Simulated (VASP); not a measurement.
# CdS (P6_3mc) in VASP: single point with PBEsol

Aim: the single point of CdS with PBEsol.

Program: VASP 6.6.1. These are calculated values, not measurements. Logs are shortened: lines on timing, memory, paths and dates and some standing lists are left out, and cuts for length are marked.

## Step 1: The cell of the first run

Symmetry: P6_3mc, No. 186, hexagonal system. The conventional cell has a = 4.259 Å, b = 4.259 Å, c = 6.749 Å, α = 90.00°, β = 90.00°, γ = 120.00°. Cd (site symmetry 3m) has 4 S at 2.58 to 2.60 Å within 3.4 Å. S (site symmetry 3m) has 4 Cd at 2.58 to 2.60 Å within 3.4 Å.

## Step 2: Single point, PBEsol (equal xx and yy strain of +3 %)

INCAR

```
SYSTEM = CdS
PREC = Accurate
ENCUT = 520
EDIFF = 1E-7
ISMEAR = -1
SIGMA = 0.01
LREAL = .False.
LASPH = .True.
NELM = 60
ALGO = Normal
ISIF = 2
LWAVE = .False.
LCHARG = .False.
GGA = PS
NBANDS = 26
```

KPOINTS

```
Automatic mesh
0
Gamma
  7 7 4
  0 0 0
```

POSCAR

```
CdS
1.0
    4.2588431795      0.0000000000      0.0000000000
   -2.1294215898      3.6882663842      0.0000000000
    0.0000000000      0.0000000000      6.7490000000
Cd S
2 2
Direct
    0.3333333333      0.6666666667      0.0000000000
    0.6666666667      0.3333333333      0.5000000000
    0.3333333333      0.6666666667      0.3850000000
    0.6666666667      0.3333333333      0.8850000000
```

Potentials or basis: VASP PAW PBE potentials, release 64 (Cd, S).

Started as:

```
$ cat potpaw_PBE.64/Cd/POTCAR potpaw_PBE.64/S/POTCAR > POTCAR
$ mpirun -np 1 vasp_std > vasp.out
```

OUTCAR:

```text
SYSTEM = CdS
   PREC = Accurate
   ENCUT = 520
   EDIFF = 1E-7
   ISMEAR = -1
   LREAL = .False.
   LASPH = .True.
   NELM = 60
   ISIF = 2
   GGA = PS

 ion  position               nearest neighbor table
   1  0.333  0.667  0.000-   4 2.58   4 2.58   4 2.58   3 2.60
   2  0.667  0.333  0.500-   3 2.58   3 2.58   3 2.58   4 2.60
   3  0.333  0.667  0.385-   2 2.58   2 2.58   2 2.58   1 2.60
   4  0.667  0.333  0.885-   1 2.58   1 2.58   1 2.58   2 2.60

  LATTYP: Found a hexagonal cell.
 ALAT       =     4.2588431795
 C/A-ratio  =     1.5847026330

  Lattice vectors:

 A1 = (   4.2588431795,   0.0000000000,   0.0000000000)
 A2 = (  -2.1294215898,   3.6882663842,   0.0000000000)
 A3 = (   0.0000000000,   0.0000000000,   6.7490000000)

Analysis of symmetry for initial positions (statically):
=====================================================================
 Subroutine PRICEL returns:
 Original cell was already a primitive cell.

 Routine SETGRP: Setting up the symmetry group for a
 hexagonal supercell.

 Subroutine GETGRP returns: Found 12 space group operations
 (whereof  6 operations were pure point group operations)
 out of a pool of 24 trial point group operations.

The static configuration has the point symmetry C_3v.
 The point group associated with its full space group is C_6v.

Analysis of symmetry for dynamics (positions and initial velocities):
=====================================================================
 Subroutine PRICEL returns:
 Original cell was already a primitive cell.

 Routine SETGRP: Setting up the symmetry group for a
 hexagonal supercell.

 Subroutine GETGRP returns: Found 12 space group operations
 (whereof  6 operations were pure point group operations)
 out of a pool of 24 trial point group operations.

The dynamic configuration has the point symmetry C_3v.
 The point group associated with its full space group is C_6v.

 Subroutine INISYM returns: Found 12 space group operations
 (whereof  6 operations are pure point group operations),
 and found     1 'primitive' translations

----------------------------------------------------------------------------------------

                                     Primitive cell

  volume of cell :     106.0116

  direct lattice vectors                    reciprocal lattice vectors
     4.258843180  0.000000000  0.000000000     0.234805546  0.135565045  0.000000000
    -2.129421590  3.688266384  0.000000000     0.000000000  0.271130091  0.000000000
     0.000000000  0.000000000  6.749000000     0.000000000  0.000000000  0.148170099

  length of vectors
     4.258843180  4.258843180  6.749000000     0.271130091  0.271130091  0.148170099

  position of ions in fractional coordinates (direct lattice)
     0.333333333  0.666666667  0.000000000
     0.666666667  0.333333333  0.500000000
     0.333333333  0.666666667  0.385000000
     0.666666667  0.333333333  0.885000000

  ion indices of the primitive-cell ions
   primitive index   ion index
                 1           1
                 2           2
                 3           3
                 4           4

----------------------------------------------------------------------------------------

 KPOINTS: Automatic mesh

Automatic generation of k-mesh.
 Grid dimensions read from file:
 generate k-points for:    7    7    4

 Generating k-lattice:

  Cartesian coordinates                     Fractional coordinates (reciprocal lattice)
     0.033543649  0.019366435  0.000000000     0.142857143  0.000000000  0.000000000
     0.000000000  0.038732870  0.000000000     0.000000000  0.142857143  0.000000000
     0.000000000  0.000000000  0.037042525     0.000000000  0.000000000  0.250000000

  Length of vectors
     0.038732870  0.038732870  0.037042525

  Shift w.r.t. Gamma in fractional coordinates (k-lattice)
     0.000000000  0.000000000  0.000000000

 Subroutine IBZKPT returns following result:
 ===========================================

 Found     24 irreducible k-points:

 Following reciprocal coordinates:
            Coordinates               Weight
  0.000000  0.000000  0.000000      1.000000
  0.142857  0.000000  0.000000      6.000000
  0.285714  0.000000  0.000000      6.000000
  0.428571  0.000000  0.000000      6.000000
  0.142857  0.142857  0.000000      6.000000
  0.285714  0.142857  0.000000     12.000000
[... 16 lines left out ...]
  0.428571  0.142857  0.500000      6.000000
  0.285714  0.285714  0.500000      6.000000
   k-points           NKPTS =     24   k-points in BZ     NKDIM =     24   number of bands    NBANDS=     26
   number of dos      NEDOS =    301   number of ions     NIONS =      4
   total plane-waves  NPLWV =  51200
   dimension x,y,z NGX =    32 NGY =   32 NGZ =   50
   dimension x,y,z NGXF=    64 NGYF=   64 NGZF=  100
   ions per type =               2   2
   NGX,Y,Z   is equivalent  to a cutoff of  12.49, 12.49, 12.32 a.u.
   NGXF,Y,Z  is equivalent  to a cutoff of  24.98, 24.98, 24.63 a.u.
 SYSTEM =  CdS
   PREC   = accura    normal or accurate (medium, high low for compatibility)
   ISTART =      0    job   : 0-new  1-cont  2-samecut
   ICHARG =      2    charge: 1-file 2-atom 10-const
   ISPIN  =      1    spin polarized calculation?
   LNONCOLLINEAR =      F non collinear calculations
   LSORBIT =      F    spin-orbit coupling
   LASPH  =      T    aspherical Exc in radial PAW
   ENCUT  =  520.0 eV  38.22 Ry    6.18 a.u.   7.92  7.92 12.55*2*pi/ulx,y,z
   NELM   =     60;   NELMIN=  2; NELMDL= -5     # of ELM steps
   EDIFF  = 0.1E-06   stopping-criterion for ELM
   LREAL  =      F    real-space projection
   EDIFFG = 0.1E-05   stopping-criterion for IOM
   NSW    =      0    number of steps for IOM
   IBRION =     -1    ionic relax: 0-MD 1-quasi-New 2-CG
   NFREE  =      0    steps in history (QN), initial steepest desc. (CG)
   ISIF   =      2    stress and relaxation
   ISYM   =      2    0-nonsym 1-usesym 2-fastsym
   POTIM  = 0.5000    time-step for ionic-motion
   TEBEG  =    0.0;   TEEND  =   0.0 temperature during run
   PSTRESS=    0.0 pullay stress
   NELECT =      36.0000    total number of electrons
   NUPDOWN=      -1.0000    fix difference up-down
   EMIN   =  10.00;   EMAX   =-10.00  energy-range for DOS
   EFERMI =   0.00;   METHOD = LEGACY
   ISMEAR =    -1;   SIGMA  =   0.01  broadening in eV -4-tet -1-fermi 0-gaus
   EFERMI_NEDOS =   21; number of points for ismear=-14 and -15
   IALGO  =     38    algorithm
   IMIX   =      4    mixing-type and parameters
     AMIX     =   0.40;   BMIX     =  1.00
     AMIX_MAG =   1.60;   BMIX_MAG =  1.00
  volume/ion in A,a.u.               =      26.50       178.85
  Fermi-wavevector in a.u.,A,eV,Ry     =   1.142154  2.158358 17.749005  1.304515
  Thomas-Fermi vector in A             =   2.278852
   LORBIT       =      0    0 simple, 1 ext, 2 COOP (PROOUT), +10 PAW based schemes
   GGA     = PS    functional components
   LHFCALC =     F    Hartree Fock is set to
   AEXX    =    0.0000 exact exchange contribution
   IVDW    =     0    specifies the selected vdW correction
   LEPSILON=     F    determine dielectric tensor
   LRPA    =     F    only Hartree local field effects (RPA)
 non-spin polarized calculation
  energy-cutoff  :      520.00
  volume of cell :      106.01
 maximum number of plane-waves:      2872
 NGX is ok and might be reduce to    32
   NGX = 15   NGY = 15   NGZ = 25

 number of electron      35.9999994 magnetization

 Free energy of the ion-electron system (eV)
  ---------------------------------------------------
  ext. energy  EPLUGINS =         0.00000000
  ---------------------------------------------------
  free energy    TOTEN  =       -13.55197670 eV

  energy without entropy =      -13.55197670  energy(sigma->0) =      -13.55197670

 E-fermi :   0.9152     XC(G=0):  -9.0607

 val. band max:        0.6819578825   @ k =   0.0000   0.0000   0.0000
 cond. band min:       1.6137653496   @ k =   0.0000   0.0000   0.0000
 fundamental gap:      0.9318074671
 Fermi energy:         0.9151522504

 k-point     1 :       0.0000    0.0000    0.0000
  band No.  band energies     occupation
      1     -11.3303      2.00000
      2     -10.9336      2.00000
      3      -6.8230      2.00000
      4      -6.8230      2.00000
      5      -6.7960      2.00000
      6      -6.7565      2.00000
[... 18 lines left out ...]
     25       8.0193      0.00000
     26       8.1758      0.00000

 k-point     2 :       0.1429    0.0000    0.0000
  band No.  band energies     occupation
      1     -11.2678      2.00000
      2     -10.9075      2.00000
      3      -6.7970      2.00000
      4      -6.7968      2.00000
      5      -6.7538      2.00000
      6      -6.7251      2.00000
[... 18 lines left out ...]
     25       8.0014      0.00000
     26       8.4299      0.00000

 k-point     3 :       0.2857    0.0000    0.0000
  band No.  band energies     occupation
      1     -11.1189      2.00000
      2     -10.8561      2.00000
      3      -6.7520      2.00000
      4      -6.7465      2.00000
      5      -6.6451      2.00000
      6      -6.6417      2.00000
[... 18 lines left out ...]
     25       8.5853      0.00000
     26       9.2114      0.00000

 k-point     4 :       0.4286    0.0000    0.0000
  band No.  band energies     occupation
      1     -10.9815      2.00000
      2     -10.8323      2.00000
      3      -6.7311      2.00000
      4      -6.7186      2.00000
      5      -6.5794      2.00000
      6      -6.5678      2.00000
[... 18 lines left out ...]
     25       9.0734      0.00000
     26       9.9001      0.00000

 k-point     5 :       0.1429    0.1429    0.0000
  band No.  band energies     occupation
      1     -11.1619      2.00000
      2     -10.8690      2.00000
      3      -6.7631      2.00000
      4      -6.7559      2.00000
      5      -6.6786      2.00000
      6      -6.6737      2.00000
[... 18 lines left out ...]
     25       8.4430      0.00000
     26       9.1687      0.00000

 k-point     6 :       0.2857    0.1429    0.0000
  band No.  band energies     occupation
      1     -11.0156      2.00000
      2     -10.8350      2.00000
      3      -6.7386      2.00000
      4      -6.7104      2.00000
      5      -6.6078      2.00000
      6      -6.5953      2.00000
[... 427 lines left out ...]
 k-point    21 :       0.1429    0.1429    0.5000
  band No.  band energies     occupation
      1     -11.0069      2.00000
      2     -11.0069      2.00000
      3      -6.7274      2.00000
      4      -6.7274      2.00000
      5      -6.7093      2.00000
      6      -6.7093      2.00000
[... 18 lines left out ...]
     25       8.3025      0.00000
     26       8.3025      0.00000

 k-point    22 :       0.2857    0.1429    0.5000
  band No.  band energies     occupation
      1     -10.9147      2.00000
      2     -10.9147      2.00000
      3      -6.6924      2.00000
      4      -6.6924      2.00000
      5      -6.6574      2.00000
      6      -6.6574      2.00000
[... 18 lines left out ...]
     25       8.7070      0.00000
     26       8.7070      0.00000

 k-point    23 :       0.4286    0.1429    0.5000
  band No.  band energies     occupation
      1     -10.8739      2.00000
      2     -10.8739      2.00000
      3      -6.6863      2.00000
      4      -6.6863      2.00000
      5      -6.6390      2.00000
      6      -6.6390      2.00000
[... 18 lines left out ...]
     25       9.1106      0.00000
     26       9.1106      0.00000

 k-point    24 :       0.2857    0.2857    0.5000
  band No.  band energies     occupation
      1     -10.8646      2.00000
      2     -10.8646      2.00000
      3      -6.6676      2.00000
      4      -6.6676      2.00000
      5      -6.6386      2.00000
      6      -6.6386      2.00000
[... 18 lines left out ...]
     25       9.1182      0.00000
     26       9.1182      0.00000

------------------------ aborting loop because EDIFF is reached ----------------------------------------

  FORCE on cell =-STRESS in cart. coord.  units (eV):
  Direction    XX          YY          ZZ          XY          YZ          ZX
  --------------------------------------------------------------------------------------
  -------------------------------------------------------------------------------------
  Total       -2.4248955     -2.4248955     -1.8849996      0.0000000     -0.0000000      0.0000000
  in kB      -36.6479973    -36.6479973    -28.4884279      0.0000000     -0.0000000      0.0000000
  external PRESSURE =     -33.9281408 kB  Pullay stress =       0.0000000 kB

 VOLUME and BASIS-vectors are now :
 -----------------------------------------------------------------------------
  energy-cutoff  :      520.00
  volume of cell :      106.01
      direct lattice vectors                 reciprocal lattice vectors
     4.258843180  0.000000000  0.000000000     0.234805546  0.135565045  0.000000000
    -2.129421590  3.688266384  0.000000000     0.000000000  0.271130091  0.000000000
     0.000000000  0.000000000  6.749000000     0.000000000  0.000000000  0.148170099

 POSITION                                       TOTAL-FORCE (eV/Angst)
 -----------------------------------------------------------------------------------
     -0.00000      2.45884      0.00000        -0.000000      0.000000      0.074272
      2.12942      1.22942      3.37450         0.000000     -0.000000      0.074272
     -0.00000      2.45884      2.59836         0.000000     -0.000000     -0.074272
      2.12942      1.22942      5.97286        -0.000000      0.000000     -0.074272
 -----------------------------------------------------------------------------------
    total drift:                               -0.000000      0.000000      0.000004

  FREE ENERGIE OF THE ION-ELECTRON SYSTEM (eV)
  ---------------------------------------------------
  free  energy   TOTEN  =       -13.5519766964 eV

  energy  without entropy=      -13.5519766964  energy(sigma->0) =      -13.55197670
```

Wall time 43 s (1 thread of Intel Xeon Platinum 8124M at 3.00GHz (Skylake/Cascade Lake), shared host); peak memory 0.24 GiB.

What came out:

* Free energy: -13.5520 eV
* Pressure: -3.4 GPa
* Largest force: 0.074 eV/Å
* Band gap on the k mesh: 0.93 eV, direct

Forces on the atoms (eV/Å):
```
Cd   0.000  0.000  0.074
Cd   0.000  0.000  0.074
S    0.000  0.000 -0.074
S    0.000  0.000 -0.074
```

Caveat: the cell differs from its parent crystal (equal xx and yy strain of +3 %); the PAW data sets were made with another functional, which shifts forces and pressure a little.
